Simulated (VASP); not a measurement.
# MgB2 (P6/mmm) in VASP: single point with PBE

Aim: the single point of MgB2 with PBE.

Program: VASP 6.6.1. These are calculated values, not measurements. Logs are shortened: lines on timing, memory, paths and dates and some standing lists are left out, and cuts for length are marked.

### 1 The cell of the first run

It takes space group P6/mmm (No. 191, hexagonal). Conventional cell: a = 3.083 Å, b = 3.083 Å, c = 3.521 Å, α = 90.00°, β = 90.00°, γ = 120.00°. Mg (site symmetry 6/mmm) has 12 B at 2.50 Å and 6 Mg at 3.08 Å within 3.3 Å. B (site symmetry -6m2) has 3 B at 1.78 Å within 2.4 Å.

### 2 Single point, PBE

The input, INCAR:

```
SYSTEM = MgB2
PREC = Accurate
ENCUT = 600
EDIFF = 1E-6
ISMEAR = -1
SIGMA = 0.2
LREAL = .FALSE.
LASPH = .TRUE.
NELM = 120
ALGO = Normal
ISIF = 2
LWAVE = .FALSE.
LCHARG = .FALSE.
GGA = PE
NBANDS = 11
GGA_COMPAT = .FALSE.
```

The input, KPOINTS:

```
Automatic mesh
0
G
  6 6 4
  0 0 0
```

The input, POSCAR:

```
MgB2
1.0
    3.0830000000      0.0000000000      0.0000000000
   -1.5415000000      2.6699563199      0.0000000000
    0.0000000000      0.0000000000      3.5210000000
Mg B
1 2
Direct
    0.0000000000      0.0000000000      0.0000000000
    0.3333333333      0.6666666667      0.5000000000
    0.6666666667      0.3333333333      0.5000000000
```

Potentials or basis: VASP PAW PBE potentials, release 64 (Mg, B).

The run is started by

```bash
cat potpaw_PBE.64/Mg/POTCAR potpaw_PBE.64/B/POTCAR > POTCAR
mpirun -np 1 vasp_std > vasp.out
```

OUTCAR:

```text
SYSTEM = MgB2
   PREC = Accurate
   ENCUT = 600
   EDIFF = 1E-6
   ISMEAR = -1
   LREAL = .FALSE.
   LASPH = .TRUE.
   NELM = 120
   ISIF = 2
   GGA = PE

 ion  position               nearest neighbor table
   1  0.000  0.000  0.000-   2 2.50   3 2.50   2 2.50   3 2.50   3 2.50   3 2.50   2 2.50   2 2.50
                             3 2.50   3 2.50   2 2.50   2 2.50
   2  0.333  0.667  0.500-   3 1.78   3 1.78   3 1.78   1 2.50   1 2.50   1 2.50   1 2.50   1 2.50
                             1 2.50
   3  0.667  0.333  0.500-   2 1.78   2 1.78   2 1.78   1 2.50   1 2.50   1 2.50   1 2.50   1 2.50
                             1 2.50

  LATTYP: Found a hexagonal cell.
 ALAT       =     3.0830000000
 C/A-ratio  =     1.1420694129

  Lattice vectors:

 A1 = (   3.0830000000,   0.0000000000,   0.0000000000)
 A2 = (  -1.5415000000,   2.6699563199,   0.0000000000)
 A3 = (   0.0000000000,   0.0000000000,   3.5210000000)

Analysis of symmetry for initial positions (statically):
=====================================================================
 Subroutine PRICEL returns:
 Original cell was already a primitive cell.

 Routine SETGRP: Setting up the symmetry group for a
 hexagonal supercell.

 Subroutine GETGRP returns: Found 24 space group operations
 (whereof 24 operations were pure point group operations)
 out of a pool of 24 trial point group operations.

The static configuration has the point symmetry D_6h.

Analysis of symmetry for dynamics (positions and initial velocities):
=====================================================================
 Subroutine PRICEL returns:
 Original cell was already a primitive cell.

 Routine SETGRP: Setting up the symmetry group for a
 hexagonal supercell.

 Subroutine GETGRP returns: Found 24 space group operations
 (whereof 24 operations were pure point group operations)
 out of a pool of 24 trial point group operations.

The dynamic configuration has the point symmetry D_6h.

 Subroutine INISYM returns: Found 24 space group operations
 (whereof 24 operations are pure point group operations),
 and found     1 'primitive' translations

----------------------------------------------------------------------------------------

                                     Primitive cell

  volume of cell :      28.9830

  direct lattice vectors                    reciprocal lattice vectors
     3.083000000  0.000000000  0.000000000     0.324359390  0.187268981  0.000000000
    -1.541500000  2.669956320  0.000000000     0.000000000  0.374537962  0.000000000
     0.000000000  0.000000000  3.521000000     0.000000000  0.000000000  0.284010224

  length of vectors
     3.083000000  3.083000000  3.521000000     0.374537962  0.374537962  0.284010224

  position of ions in fractional coordinates (direct lattice)
     0.000000000  0.000000000  0.000000000
     0.333333333  0.666666667  0.500000000
     0.666666667  0.333333333  0.500000000

  ion indices of the primitive-cell ions
   primitive index   ion index
                 1           1
                 2           2
                 3           3

----------------------------------------------------------------------------------------

 KPOINTS: Automatic mesh

Automatic generation of k-mesh.
 Grid dimensions read from file:
 generate k-points for:    6    6    4

 Generating k-lattice:

  Cartesian coordinates                     Fractional coordinates (reciprocal lattice)
     0.054059898  0.031211497  0.000000000     0.166666667  0.000000000  0.000000000
     0.000000000  0.062422994  0.000000000     0.000000000  0.166666667  0.000000000
     0.000000000  0.000000000  0.071002556     0.000000000  0.000000000  0.250000000

  Length of vectors
     0.062422994  0.062422994  0.071002556

  Shift w.r.t. Gamma in fractional coordinates (k-lattice)
     0.000000000  0.000000000  0.000000000

 Subroutine IBZKPT returns following result:
 ===========================================

 Found     21 irreducible k-points:

 Following reciprocal coordinates:
            Coordinates               Weight
  0.000000  0.000000  0.000000      1.000000
  0.166667  0.000000  0.000000      6.000000
  0.333333  0.000000  0.000000      6.000000
  0.500000  0.000000  0.000000      3.000000
  0.166667  0.166667  0.000000      6.000000
  0.333333  0.166667  0.000000     12.000000
[... 13 lines left out ...]
  0.333333  0.166667  0.500000     12.000000
  0.333333  0.333333  0.500000      2.000000
   k-points           NKPTS =     21   k-points in BZ     NKDIM =     21   number of bands    NBANDS=     11
   number of dos      NEDOS =    301   number of ions     NIONS =      3
   total plane-waves  NPLWV =  21952
   dimension x,y,z NGX =    28 NGY =   28 NGZ =   28
   dimension x,y,z NGXF=    56 NGYF=   56 NGZF=   56
   ions per type =               1   2
   NGX,Y,Z   is equivalent  to a cutoff of  15.10, 15.10, 13.22 a.u.
   NGXF,Y,Z  is equivalent  to a cutoff of  30.20, 30.20, 26.44 a.u.
 SYSTEM =  MgB2
   PREC   = accura    normal or accurate (medium, high low for compatibility)
   ISTART =      0    job   : 0-new  1-cont  2-samecut
   ICHARG =      2    charge: 1-file 2-atom 10-const
   ISPIN  =      1    spin polarized calculation?
   LNONCOLLINEAR =      F non collinear calculations
   LSORBIT =      F    spin-orbit coupling
   LASPH  =      T    aspherical Exc in radial PAW
   ENCUT  =  600.0 eV  44.10 Ry    6.64 a.u.   6.16  6.16  7.03*2*pi/ulx,y,z
   NELM   =    120;   NELMIN=  2; NELMDL= -5     # of ELM steps
   EDIFF  = 0.1E-05   stopping-criterion for ELM
   LREAL  =      F    real-space projection
   EDIFFG = 0.1E-04   stopping-criterion for IOM
   NSW    =      0    number of steps for IOM
   IBRION =     -1    ionic relax: 0-MD 1-quasi-New 2-CG
   NFREE  =      0    steps in history (QN), initial steepest desc. (CG)
   ISIF   =      2    stress and relaxation
   ISYM   =      2    0-nonsym 1-usesym 2-fastsym
   POTIM  = 0.5000    time-step for ionic-motion
   TEBEG  =    0.0;   TEEND  =   0.0 temperature during run
   PSTRESS=    0.0 pullay stress
   NELECT =       8.0000    total number of electrons
   NUPDOWN=      -1.0000    fix difference up-down
   EMIN   =  10.00;   EMAX   =-10.00  energy-range for DOS
   EFERMI =   0.00;   METHOD = LEGACY
   ISMEAR =    -1;   SIGMA  =   0.20  broadening in eV -4-tet -1-fermi 0-gaus
   EFERMI_NEDOS =   21; number of points for ismear=-14 and -15
   IALGO  =     38    algorithm
   IMIX   =      4    mixing-type and parameters
     AMIX     =   0.40;   BMIX     =  1.00
     AMIX_MAG =   1.60;   BMIX_MAG =  1.00
  volume/ion in A,a.u.               =       9.66        65.20
  Fermi-wavevector in a.u.,A,eV,Ry     =   1.065917  2.014292 15.458669  1.136180
  Thomas-Fermi vector in A             =   2.201485
   LORBIT       =      0    0 simple, 1 ext, 2 COOP (PROOUT), +10 PAW based schemes
   GGA     = PE    functional components
   LHFCALC =     F    Hartree Fock is set to
   AEXX    =    0.0000 exact exchange contribution
   IVDW    =     0    specifies the selected vdW correction
   LEPSILON=     F    determine dielectric tensor
   LRPA    =     F    only Hartree local field effects (RPA)
 non-spin polarized calculation
  energy-cutoff  :      600.00
  volume of cell :       28.98
 maximum number of plane-waves:       986
 NGX is ok and might be reduce to    28
   NGX = 13   NGY = 13   NGZ = 15

 number of electron       8.0000000 magnetization

 Free energy of the ion-electron system (eV)
  ---------------------------------------------------
  ext. energy  EPLUGINS =         0.00000000
  ---------------------------------------------------
  free energy    TOTEN  =       -15.36235480 eV

  energy without entropy =      -15.27714826  energy(sigma->0) =      -15.31975153

 E-fermi :   5.3301     XC(G=0): -10.9178

 val. band max:        5.0709880358   @ k =   0.1667   0.0000   0.5000
 cond. band min:       5.3565853743   @ k =   0.3333   0.1667   0.0000
 fundamental gap:      0.2855973385
 Fermi energy:         5.3301278530

 k-point     1 :       0.0000    0.0000    0.0000
  band No.  band energies     occupation
      1      -7.1476      2.00000
      2       2.3394      2.00000
      3       5.6410      0.34889
      4       5.6410      0.34889
      5       6.9338      0.00066
      6      11.5843      0.00000
      7      11.5843      0.00000
      8      13.3740      0.00000
      9      15.2266      0.00000
     10      17.9478      0.00000
     11      21.4345      0.00000

 k-point     2 :       0.1667    0.0000    0.0000
  band No.  band energies     occupation
      1      -6.6664      2.00000
      2       2.8080      1.99999
      3       3.5971      1.99966
      4       4.7308      1.90482
      5       7.3738      0.00007
      6      11.1032      0.00000
      7      13.4587      0.00000
      8      13.6528      0.00000
      9      14.3009      0.00000
     10      19.8432      0.00000
     11      20.0676      0.00000

 k-point     3 :       0.3333    0.0000    0.0000
  band No.  band energies     occupation
      1      -5.2469      2.00000
      2       0.1812      2.00000
      3       3.5507      1.99973
      4       4.1475      1.99461
      5       8.5422      0.00000
      6      10.2780      0.00000
      7      10.4766      0.00000
      8      13.9355      0.00000
      9      17.2452      0.00000
     10      18.4350      0.00000
     11      19.6906      0.00000

 k-point     4 :       0.5000    0.0000    0.0000
  band No.  band energies     occupation
      1      -3.2630      2.00000
      2      -2.5541      2.00000
      3       3.1050      1.99997
      4       5.4915      0.61702
      5       8.3576      0.00000
      6       9.1520      0.00000
      7      10.6090      0.00000
      8      12.3828      0.00000
      9      17.8584      0.00000
     10      18.9177      0.00000
     11      19.4012      0.00000

 k-point     5 :       0.1667    0.1667    0.0000
  band No.  band energies     occupation
      1      -5.7159      2.00000
      2       1.7015      2.00000
      3       2.7452      2.00000
      4       3.7227      1.99935
      5       8.3498      0.00000
      6      11.4849      0.00000
      7      12.3235      0.00000
      8      12.7546      0.00000
      9      16.0798      0.00000
     10      17.2436      0.00000
     11      18.8685      0.00000
[... 169 lines left out ...]
 k-point    18 :       0.5000    0.0000    0.5000
  band No.  band energies     occupation
      1      -2.2852      2.00000
      2      -1.6452      2.00000
      3       1.7127      2.00000
      4       3.3970      1.99987
      5       3.9831      1.99763
      6      10.9834      0.00000
      7      14.0497      0.00000
      8      14.1870      0.00000
      9      18.3243      0.00000
     10      20.8746      0.00000
     11      20.9260      0.00000

 k-point    19 :       0.1667    0.1667    0.5000
  band No.  band energies     occupation
      1      -4.5666      2.00000
      2      -0.5363      2.00000
      3       2.3688      2.00000
      4       3.2110      1.99995
      5       7.8559      0.00001
      6      12.4765      0.00000
      7      13.0187      0.00000
      8      14.4341      0.00000
      9      16.6683      0.00000
     10      18.7573      0.00000
     11      19.0672      0.00000

 k-point    20 :       0.3333    0.1667    0.5000
  band No.  band energies     occupation
      1      -2.8682      2.00000
      2      -0.3118      2.00000
      3       1.3974      2.00000
      4       2.0505      2.00000
      5       4.8672      1.82018
      6      10.6215      0.00000
      7      13.1165      0.00000
      8      17.4477      0.00000
      9      17.9963      0.00000
     10      18.6048      0.00000
     11      20.5459      0.00000

 k-point    21 :       0.3333    0.3333    0.5000
  band No.  band energies     occupation
      1      -1.0924      2.00000
      2      -1.0924      2.00000
      3       0.0978      2.00000
      4       3.2685      1.99993
      5       3.2685      1.99993
      6       8.8449      0.00000
      7      16.9198      0.00000
      8      17.1819      0.00000
      9      17.1819      0.00000
     10      19.1944      0.00000
     11      19.1944      0.00000

------------------------ aborting loop because EDIFF is reached ----------------------------------------

  FORCE on cell =-STRESS in cart. coord.  units (eV):
  Direction    XX          YY          ZZ          XY          YZ          ZX
  --------------------------------------------------------------------------------------
  -------------------------------------------------------------------------------------
  Total       -0.0568428     -0.0568428     -0.4170691      0.0000000     -0.0000000      0.0000000
  in kB       -3.1422613     -3.1422613    -23.0555209      0.0000000     -0.0000000      0.0000000
  external PRESSURE =      -9.7800145 kB  Pullay stress =       0.0000000 kB

 VOLUME and BASIS-vectors are now :
 -----------------------------------------------------------------------------
  energy-cutoff  :      600.00
  volume of cell :       28.98
      direct lattice vectors                 reciprocal lattice vectors
     3.083000000  0.000000000  0.000000000     0.324359390  0.187268981  0.000000000
    -1.541500000  2.669956320  0.000000000     0.000000000  0.374537962  0.000000000
     0.000000000  0.000000000  3.521000000     0.000000000  0.000000000  0.284010224

 POSITION                                       TOTAL-FORCE (eV/Angst)
 -----------------------------------------------------------------------------------
      0.00000      0.00000      0.00000         0.000000      0.000000     -0.000000
     -0.00000      1.77997      1.76050        -0.000000     -0.000000      0.000000
      1.54150      0.88999      1.76050         0.000000      0.000000     -0.000000
 -----------------------------------------------------------------------------------
    total drift:                               -0.000000      0.000000     -0.000000

  FREE ENERGIE OF THE ION-ELECTRON SYSTEM (eV)
  ---------------------------------------------------
  free  energy   TOTEN  =       -15.3623547963 eV

  energy  without entropy=      -15.2771482574  energy(sigma->0) =      -15.31975153
```

Run time: 15 s. Hardware: 1 thread of Intel Xeon Platinum 8259CL at 2.50GHz (Skylake/Cascade Lake), shared host; peak memory 0.15 GiB.

What came out:

| Property | Result |
| --- | --- |
| Free energy | -15.3624 eV |
| Pressure | -1.0 GPa |
| Band gap on the k mesh | zero (bands 4 and 5 overlap by 3.81 eV) |

Caveat: the k points lie up to 0.45 Å⁻¹ apart, too coarse for converged energies and pressures of a metal.

The gap in the log of VASP goes by the Fermi energy; the results here count the filled bands.